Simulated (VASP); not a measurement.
# Rh (P6_3/mmc) in VASP: further runs

Rh is run at these levels: LDA; tasks: single point, relaxation of cell and atoms.

Everything below comes from runs of VASP 6.6.1. Logs are shortened: lines on timing, memory, paths and dates and some standing lists are left out, and cuts for length are marked.

### Step 1. The cell of the first run

Symmetry: P6_3/mmc, No. 194, hexagonal system. Conventional cell: a = 2.641 Å, b = 2.641 Å, c = 8.611 Å, α = 90.00°, β = 90.00°, γ = 120.00°. Rh (site symmetry -3m) has 12 Rh at 2.64 Å within 3.5 Å. Rh (site symmetry -6m2) has 12 Rh at 2.64 Å within 3.5 Å.

This isn't the form of Rh at room conditions, which is fcc.

### Step 2. Single point, LDA

INCAR reads:

```
PREC = Accurate ; ENCUT = 620
EDIFF = 1E-6 ; ISMEAR = -1
SIGMA = 0.15 ; LREAL = False
LASPH = True ; NELM = 120
ALGO = Normal ; ISIF = 2
LWAVE = False ; LCHARG = False
GGA = CA ; NBANDS = 42
GGA_COMPAT = False
```

KPOINTS reads:

```
regular mesh
0
Gamma
  18 18 6
```

POSCAR reads:

```
Rh
1.0
    2.6413085695      0.0000000000      0.0000000000
   -1.3206542847      2.2874403204      0.0000000000
    0.0000000000      0.0000000000      8.6108402175
Rh
4
Direct
    0.0000000000      0.0000000000      0.0000000000
    0.3333333333      0.6666666667      0.2500000000
    0.0000000000      0.0000000000      0.5000000000
    0.6666666667      0.3333333333      0.7500000000
```

Potentials or basis: VASP PAW LDA potentials, release 64 (Rh_sv_GW).

On the command line:

```bash
cat potpaw_LDA.64/Rh_sv_GW/POTCAR > POTCAR
mpirun -np 1 vasp_std > vasp.out
```

OUTCAR:

```text
PREC = Accurate
   ENCUT = 620
   EDIFF = 1E-6
   ISMEAR = -1
   LREAL = False
   LASPH = True
   NELM = 120
   ISIF = 2
   GGA = CA

 ion  position               nearest neighbor table
   1  0.000  0.000  0.000-   2 2.64   4 2.64   2 2.64   4 2.64   4 2.64   2 2.64
   2  0.333  0.667  0.250-   1 2.64   3 2.64   1 2.64   3 2.64   1 2.64   3 2.64
   3  0.000  0.000  0.500-   2 2.64   4 2.64   2 2.64   4 2.64   4 2.64   2 2.64
   4  0.667  0.333  0.750-   1 2.64   3 2.64   1 2.64   3 2.64   1 2.64   3 2.64

  LATTYP: Found a hexagonal cell.
 ALAT       =     2.6413085695
 C/A-ratio  =     3.2600659828

  Lattice vectors:

 A1 = (   2.6413085695,   0.0000000000,   0.0000000000)
 A2 = (  -1.3206542847,   2.2874403204,   0.0000000000)
 A3 = (   0.0000000000,   0.0000000000,   8.6108402175)

Analysis of symmetry for initial positions (statically):
=====================================================================
 Subroutine PRICEL returns:
 Original cell was already a primitive cell.

 Routine SETGRP: Setting up the symmetry group for a
 hexagonal supercell.

 Subroutine GETGRP returns: Found 24 space group operations
 (whereof 12 operations were pure point group operations)
 out of a pool of 24 trial point group operations.

The static configuration has the point symmetry D_3d.
 The point group associated with its full space group is D_6h.

Analysis of symmetry for dynamics (positions and initial velocities):
=====================================================================
 Subroutine PRICEL returns:
 Original cell was already a primitive cell.

 Routine SETGRP: Setting up the symmetry group for a
 hexagonal supercell.

 Subroutine GETGRP returns: Found 24 space group operations
 (whereof 12 operations were pure point group operations)
 out of a pool of 24 trial point group operations.

The dynamic configuration has the point symmetry D_3d.
 The point group associated with its full space group is D_6h.

 Subroutine INISYM returns: Found 24 space group operations
 (whereof 12 operations are pure point group operations),
 and found     1 'primitive' translations

----------------------------------------------------------------------------------------

                                     Primitive cell

  volume of cell :      52.0253

  direct lattice vectors                    reciprocal lattice vectors
     2.641308570  0.000000000  0.000000000     0.378600218  0.218584938  0.000000000
    -1.320654285  2.287440320  0.000000000     0.000000000  0.437169875  0.000000000
[... 84 lines left out ...]
   LNONCOLLINEAR =      F non collinear calculations
   LSORBIT =      F    spin-orbit coupling
   LASPH  =      T    aspherical Exc in radial PAW
   ENCUT  =  620.0 eV  45.57 Ry    6.75 a.u.   5.36  5.36 17.48*2*pi/ulx,y,z
   NELM   =    120;   NELMIN=  2; NELMDL= -5     # of ELM steps
   EDIFF  = 0.1E-05   stopping-criterion for ELM
   LREAL  =      F    real-space projection
[... 7 lines left out ...]
   TEBEG  =    0.0;   TEEND  =   0.0 temperature during run
   PSTRESS=    0.0 pullay stress
   NELECT =      68.0000    total number of electrons
   NUPDOWN=      -1.0000    fix difference up-down
   EMIN   =  10.00;   EMAX   =-10.00  energy-range for DOS
   EFERMI =   0.00;   METHOD = LEGACY
   ISMEAR =    -1;   SIGMA  =   0.15  broadening in eV -4-tet -1-fermi 0-gaus
   EFERMI_NEDOS =   21; number of points for ismear=-14 and -15
   IALGO  =     38    algorithm
   IMIX   =      4    mixing-type and parameters
     AMIX     =   0.40;   BMIX     =  1.00
     AMIX_MAG =   1.60;   BMIX_MAG =  1.00
  volume/ion in A,a.u.               =      13.01        87.77
  Fermi-wavevector in a.u.,A,eV,Ry     =   1.789945  3.382505 43.591742  3.203903
  Thomas-Fermi vector in A             =   2.852816
   LORBIT       =      0    0 simple, 1 ext, 2 COOP (PROOUT), +10 PAW based schemes
   GGA     = CA    functional components
   LHFCALC =     F    Hartree Fock is set to
   AEXX    =    0.0000 exact exchange contribution
   IVDW    =     0    specifies the selected vdW correction
   LEPSILON=     F    determine dielectric tensor
   LRPA    =     F    only Hartree local field effects (RPA)
 non-spin polarized calculation
  energy-cutoff  :      620.00
  volume of cell :       52.03
 maximum number of plane-waves:      1871
 NGX is ok and might be reduce to    24
   NGX = 11   NGY = 11   NGZ = 35

 number of electron      68.0000009 magnetization

 Free energy of the ion-electron system (eV)
  ---------------------------------------------------
  ext. energy  EPLUGINS =         0.00000000
  ---------------------------------------------------
  free energy    TOTEN  =       -31.39808122 eV

  energy without entropy =      -31.00591072  energy(sigma->0) =      -31.20199597

 E-fermi :  11.6029     XC(G=0): -14.7813

 val. band max:       11.6007119020   @ k =   0.2778   0.0556   0.3333
 cond. band min:      11.6090917262   @ k =   0.2222   0.0000   0.3333
 fundamental gap:      0.0083798242
 Fermi energy:        11.6029043220

 k-point     1 :       0.0000    0.0000    0.0000
  band No.  band energies     occupation
      1     -67.0326      2.00000
      2     -66.9610      2.00000
      3     -66.9560      2.00000
      4     -66.8836      2.00000
      5     -35.5566      2.00000
      6     -35.1147      2.00000
[... 1069 lines left out ...]
     41      21.5412      0.00000
     42      21.5691      0.00000

 [... further k-points ...]

------------------------ aborting loop because EDIFF is reached ----------------------------------------

  FORCE on cell =-STRESS in cart. coord.  units (eV):
  Direction    XX          YY          ZZ          XY          YZ          ZX
  --------------------------------------------------------------------------------------
  -------------------------------------------------------------------------------------
  Total        2.4331919      2.4331919      2.4246258      0.0000000      0.0000000     -0.0000000
  in kB       74.9328925     74.9328925     74.6690917      0.0000000      0.0000000     -0.0000000
  external PRESSURE =      74.8449589 kB  Pullay stress =       0.0000000 kB

 VOLUME and BASIS-vectors are now :
 -----------------------------------------------------------------------------
  energy-cutoff  :      620.00
  volume of cell :       52.03
      direct lattice vectors                 reciprocal lattice vectors
     2.641308570  0.000000000  0.000000000     0.378600218  0.218584938  0.000000000
    -1.320654285  2.287440320  0.000000000     0.000000000  0.437169875  0.000000000
     0.000000000  0.000000000  8.610840217     0.000000000  0.000000000  0.116132686

 POSITION                                       TOTAL-FORCE (eV/Angst)
 -----------------------------------------------------------------------------------
      0.00000      0.00000      0.00000        -0.000000      0.000000      0.000000
     -0.00000      1.52496      2.15271         0.000000      0.000000     -0.000000
      0.00000      0.00000      4.30542        -0.000000      0.000000      0.000000
      1.32065      0.76248      6.45813        -0.000000      0.000000      0.000000
 -----------------------------------------------------------------------------------
    total drift:                               -0.000000      0.000000      0.000000

  FREE ENERGIE OF THE ION-ELECTRON SYSTEM (eV)
  ---------------------------------------------------
  free  energy   TOTEN  =       -31.3980812208 eV

  energy  without entropy=      -31.0059107200  energy(sigma->0) =      -31.20199597
```

OSZICAR:

```text
N       E                     dE             d eps       ncg     rms          rms(c)
DAV:   1     0.179314983974E+04    0.17931E+04   -0.43022E+04 13000   0.235E+03
DAV:   2     0.125575490902E+03   -0.16676E+04   -0.16140E+04 12432   0.118E+03
DAV:   3    -0.283764306468E+02   -0.15395E+03   -0.14488E+03 20174   0.350E+02
DAV:   4    -0.359073891344E+02   -0.75310E+01   -0.72337E+01 19592   0.101E+02
DAV:   5    -0.360999057705E+02   -0.19252E+00   -0.19149E+00 19656   0.144E+01    0.130E+02
DAV:   6    -0.315922791506E+02    0.45076E+01   -0.14819E+01 17326   0.454E+01    0.543E+01
DAV:   7    -0.314234036015E+02    0.16888E+00   -0.72818E-01 20136   0.861E+00    0.147E+01
DAV:   8    -0.315006007280E+02   -0.77197E-01   -0.57589E-01 18918   0.128E+01    0.335E+00
DAV:   9    -0.313975385714E+02    0.10306E+00   -0.35799E-01 19070   0.885E+00    0.756E-01
DAV:  10    -0.313981297996E+02   -0.59123E-03   -0.15204E-02 16836   0.155E+00    0.234E-01
DAV:  11    -0.313980809695E+02    0.48830E-04   -0.12194E-03 17370   0.636E-01    0.236E-01
DAV:  12    -0.313980833369E+02   -0.23675E-05   -0.22888E-04 20800   0.218E-01    0.106E-01
DAV:  13    -0.313980833828E+02   -0.45888E-07   -0.26756E-05 18694   0.706E-02    0.704E-02
DAV:  14    -0.313980812383E+02    0.21445E-05   -0.12239E-05 16294   0.477E-02    0.251E-02
DAV:  15    -0.313980812208E+02    0.17500E-07   -0.62478E-07  7106   0.141E-02
   1 F= -.31398081E+02 E0= -.31201996E+02  d E =-.392171E+00
```

stdout:

```text
POSCAR found type information on POSCAR Rh
 POSCAR found :  1 types and       4 ions
 scaLAPACK will be used
 LDA part: xc-table for (Slater(with rela. corr.)+CA(PZ))
 , standard interpolation
 POSCAR, INCAR and KPOINTS ok, starting setup
 FFT: planning ... GRIDC
 FFT: planning ... GRID_SOFT
 FFT: planning ... GRID
 WAVECAR not read
 entering main loop
```

Wall time 7.2 min (1 thread of Intel Xeon Platinum 8259CL at 2.50GHz (Skylake/Cascade Lake), shared host); peak memory 0.44 GiB.

What came out:

| Property | Result |
| --- | --- |
| Free energy | -31.3981 eV |
| Pressure | 7.5 GPa |
| Band gap on the k mesh | zero (bands 34 and 35 overlap by 2.21 eV) |

Levels at points of the mesh, in eV from the Fermi level:
```csv
k point,band 30,band 31,band 32,band 33,band 34,band 35,band 36,band 37,band 38,band 39
"(0.00, 0.00, 0.00)",-2.89,-2.89,-1.58,-1.58,-0.93,-0.93,-0.37,-0.37,0.49,0.49
"(0.50, 0.00, 0.00)",0.62,0.63,0.68,0.75,0.93,0.94,0.98,1.18,2.27,4.55
"(0.00, 0.00, 0.50)",-3.14,-1.26,-1.26,-1.24,-1.24,-1.24,-1.24,0.10,0.10,0.10
"(0.50, 0.00, 0.50)",-1.10,-0.11,-0.11,0.66,0.66,0.91,0.91,3.02,3.02,4.45
```

Caveat: the cell stands under pressure.

### Step 3. Relaxation of cell and atoms, LDA

This run uses another cell than the first one, of 13.24 Å³/atom.

INCAR reads:

```
PREC = Accurate
ENCUT = 600
EDIFF = 1E-6
ISMEAR = 0
SIGMA = 0.1
LREAL = F
LASPH = T
NELM = 60
ALGO = Fast
ISIF = 3
LWAVE = F
LCHARG = F
IBRION = 2
NSW = 100
EDIFFG = -0.005
```

KPOINTS reads:

```
Automatic mesh
0
Gamma
  18 18 6
```

POSCAR reads:

```
Rh
1.0
    2.6574440376      0.0000000000      0.0000000000
   -1.3287220188      2.3014140457      0.0000000000
    0.0000000000      0.0000000000      8.6594758770
Rh
4
Direct
    0.0000000000      0.0000000000      0.0000000000
    0.3333333333      0.6666666667      0.2500000000
    0.0000000000      0.0000000000      0.5000000000
    0.6666666667      0.3333333333      0.7500000000
```

Potentials or basis: VASP PAW LDA potentials, release 64 (Rh_pv).

On the command line:

```bash
cat potpaw_LDA.64/Rh_pv/POTCAR > POTCAR
mpirun -np 1 vasp_std > vasp.out
```

Wall time 6 min (1 thread of Intel Xeon 6975P-C (Granite Rapids), shared host); peak memory 0.35 GiB.

It converged, with:

| Quantity | Value |
| --- | --- |
| Free energy | -34.6653 eV |
| Relaxed volume | 13.28 Å³/atom |
| Relaxed cell | a = 2.659 Å, b = 2.659 Å, c = 8.673 Å, α = 90.00°, β = 90.00°, γ = 120.00° |
| Space group after relaxing (to 0.1 Å) | P6_3/mmc (No. 194) |
| Energy gained by relaxing | 0.1 meV/atom |
| Ionic steps | 5 |
| Pressure after relaxing | 0.0 GPa |
| Band gap on the k mesh | zero (bands 30 and 31 overlap by 2.13 eV) |

The path:
```
step  energy change (eV)  largest force (eV/Å)  pressure (GPa)  volume (Å³)
   1              0.0000                0.0000            0.88        52.96
   2              0.0025                0.0000           -2.32        53.52
   3             -0.0005                0.0000           -0.03        53.12
   4             -0.0005                0.0000            0.02        53.11
   5             -0.0005                0.0000            0.02        53.11
```

Final structure:
```yaml
crystal:
  lattice:
    - [2.65904, 0.00000, 0.00000]
    - [-1.32952, 2.30279, 0.00000]
    - [0.00000, 0.00000, 8.67343]
  atoms:
    - { symbol: Rh, position: [0.00000, 0.00000, 0.00000] }
    - { symbol: Rh, position: [0.33333, 0.66667, 0.25000] }
    - { symbol: Rh, position: [0.00000, 0.00000, 0.50000] }
    - { symbol: Rh, position: [0.66667, 0.33333, 0.75000] }
```

Levels at points of the mesh, in eV from the Fermi level:
```tsv
k point	band 26	band 27	band 28	band 29	band 30	band 31	band 32	band 33	band 34	band 35
(0.00, 0.00, 0.00)	-2.81	-2.81	-1.54	-1.54	-0.92	-0.92	-0.37	-0.37	0.45	0.45
(0.50, 0.00, 0.00)	0.59	0.59	0.64	0.70	0.88	0.89	0.92	1.18	2.25	4.45
(0.00, 0.00, 0.50)	-3.06	-1.24	-1.24	-1.21	-1.21	-1.21	-1.21	0.08	0.08	0.08
(0.50, 0.00, 0.50)	-1.08	-0.12	-0.12	0.62	0.62	0.86	0.86	2.94	2.94	4.35
```

Caveat: the highest band is partly filled, so the run has too few bands.

### Step 4. Relaxation of cell and atoms, LDA, target pressure 7 GPa, at which the enthalpy is minimised

This run uses another cell than the first one, of 13.29 Å³/atom.

INCAR reads:

```
SYSTEM = Rh
PREC = Accurate
ENCUT = 600
EDIFF = 1E-6
ISMEAR = -1
SIGMA = 0.15
LREAL = .FALSE.
LASPH = .TRUE.
NELM = 80
ALGO = Fast
ISIF = 3
LWAVE = .FALSE.
LCHARG = .FALSE.
IBRION = 2
NSW = 80
EDIFFG = -0.001
PSTRESS = 70.0
```

KPOINTS reads:

```
Automatic mesh
0
G
  18 18 6
  0 0 0
```

POSCAR reads:

```
Rh
1.0
    2.6603394118      0.0000000000      0.0000000000
   -1.3301697059      2.3039215133      0.0000000000
    0.0000000000      0.0000000000      8.6712066240
Rh
4
Direct
    0.0000000000      0.0000000000      0.0000000000
    0.3333333333      0.6666666667      0.2500000000
    0.0000000000      0.0000000000      0.5000000000
    0.6666666667      0.3333333333      0.7500000000
```

On the command line:

```bash
cat potpaw_LDA.64/Rh_pv/POTCAR > POTCAR
mpirun -np 1 vasp_std > vasp.out
```

It took 13 min on 1 thread of Intel Xeon 6975P-C (Granite Rapids), shared host; peak memory 0.36 GiB.

The run converged. Its results:

| Quantity | Value |
| --- | --- |
| Free energy | -34.8305 eV |
| Relaxed volume | 13.04 Å³/atom |
| Relaxed cell | a = 2.644 Å, b = 2.644 Å, c = 8.618 Å, α = 90.00°, β = 90.00°, γ = 120.00° |
| Space group after relaxing (to 0.1 Å) | P6_3/mmc (No. 194) |
| Energy change on relaxing (the run minimises the enthalpy) | +5.9 meV/atom |
| Ionic steps | 15 |
| Pressure after relaxing | 7.0 GPa |
| Band gap on the k mesh | zero (bands 30 and 31 overlap by 2.20 eV) |

The path:
```csv
step,energy change (eV),largest force (eV/Å),pressure (GPa),volume (Å³)
1,0.0000,0.0000,0.84,53.15
2,0.3351,0.0000,29.28,49.31
3,0.0227,0.0000,6.82,52.18
4,0.0238,0.0000,6.87,52.16
5,0.0270,0.0000,7.46,52.09
6,0.0247,0.0000,7.26,52.14
7,0.0190,0.0000,6.28,52.27
8,0.0235,0.0000,6.95,52.16
9,0.0237,0.0000,7.00,52.16
10,0.0237,0.0000,6.98,52.16
11,0.0240,0.0000,7.03,52.15
12,0.0240,0.0000,7.04,52.15
13,0.0240,0.0000,7.04,52.15
14,0.0237,0.0000,7.01,52.16
15,0.0237,0.0000,6.99,52.16
```

Final structure:
```
Rh
1.0
     2.64366    0.00000    0.00000
    -1.32183    2.28947    0.00000
     0.00000    0.00000    8.61779
Rh
4
Direct
  0.00000 0.00000 0.00000
  0.33333 0.66667 0.25000
  0.00000 0.00000 0.50000
  0.66667 0.33333 0.75000
```

Levels at points of the mesh, in eV from the Fermi level:
```
           k point  band 28  band 29  band 30  band 31  band 32  band 33
(0.00, 0.00, 0.00)    -1.57    -1.57    -0.93    -0.93    -0.37    -0.37
(0.50, 0.00, 0.00)     0.68     0.74     0.93     0.93     0.97     1.18
(0.00, 0.00, 0.50)    -1.25    -1.23    -1.23    -1.23    -1.23     0.10
(0.50, 0.00, 0.50)    -0.11     0.66     0.66     0.90     0.90     3.01
```

Caveat: the cell is relaxed towards a set pressure, so the run minimises the enthalpy, not the energy; the highest band is partly filled, so the run has too few bands.

### Step 5. Summary

```tsv
task	potentials or basis	cell	cutoff (eV)	smearing	gap on the mesh (eV)	pressure (GPa)
single point	VASP PAW LDA potentials, release 64 (Rh_sv_GW)	a = 2.641, b = 2.641, c = 8.611 Å, angles 90.0, 90.0, 120.0°, 4 atoms	620	fermi-dirac 0.15 eV	none	7.5
relaxation of cell and atoms	VASP PAW LDA potentials, release 64 (Rh_pv)	relaxed from a = 2.657, b = 2.657, c = 8.659 Å, angles 90.0, 90.0, 120.0°, 4 atoms	600	gaussian 0.1 eV	none	0.0
relaxation of cell and atoms	VASP PAW LDA potentials, release 64 (Rh_pv)	relaxed to 7 GPa from a = 2.660, b = 2.660, c = 8.671 Å, angles 90.0, 90.0, 120.0°, 4 atoms	600	fermi-dirac 0.15 eV	none	7.0
```

Alike in all rows: level LDA; no spin polarisation; k mesh 18 × 18 × 6.

Caveats: the highest band is partly filled, so the run has too few bands (at least some runs); the cell stands under pressure (at least some runs); the cell is relaxed towards a set pressure, so the run minimises the enthalpy, not the energy (at least some runs).

Absolute energies hang on the potentials; compare differences alone.
